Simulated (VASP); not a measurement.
# As2Se: single point with PBE

Crystal: As2Se.

```
As Se
1.0
     4.82533    0.00000    0.00000
    -2.41267    4.17886    0.00000
     0.00000    0.00000    5.86992
As Se
4 2
Direct
  0.00000 0.00000 0.00000
  0.00000 0.00000 0.50000
  0.33333 0.66667 0.75000
  0.66667 0.33333 0.25000
  0.33333 0.66667 0.25000
  0.66667 0.33333 0.75000
```

The cell was built from a structure type or drawn by symmetry, and may not be a known phase.

```json
{
  "Program": "VASP 6.6.1",
  "Task": "single point",
  "Functional": "PBE",
  "Potentials or basis": "VASP PAW PBE potentials, release 64 (As, Se)",
  "Cutoff": "500 eV",
  "k mesh": "4 × 4 × 3",
  "Occupations": "gaussian, width 0.2 eV",
  "Spin": "no spin polarisation"
}
```

```json
{
  "Pressure": "0.2 GPa",
  "Band gap on the k mesh": "zero (bands 16 and 17 overlap by 1.76 eV)"
}
```

Stress tensor (GPa, compression positive):
```
0.25 0.00 0.00
0.00 0.25 0.00
0.00 0.00 0.10
```

Levels at points of the mesh, in eV from the Fermi level:
| k point | band 12 | band 13 | band 14 | band 15 | band 16 | band 17 | band 18 | band 19 | band 20 | band 21 |
| --- | --- | --- | --- | --- | --- | --- | --- | --- | --- | --- |
| (0.00, 0.00, 0.00) | -3.24 | -3.21 | -3.21 | -3.02 | -0.60 | -0.60 | -0.07 | -0.07 | 0.93 | 4.00 |
| (0.50, 0.00, 0.00) | -2.12 | -1.47 | -1.23 | 0.27 | 0.70 | 0.97 | 1.61 | 1.83 | 2.00 | 2.20 |

Wall time 49 s on 1 thread of Intel Xeon 8259CL, with other jobs on the host, peak memory 0.24 GiB.

Caveat: the k points lie up to 0.38 Å⁻¹ apart, too coarse for converged energies and pressures of a metal.
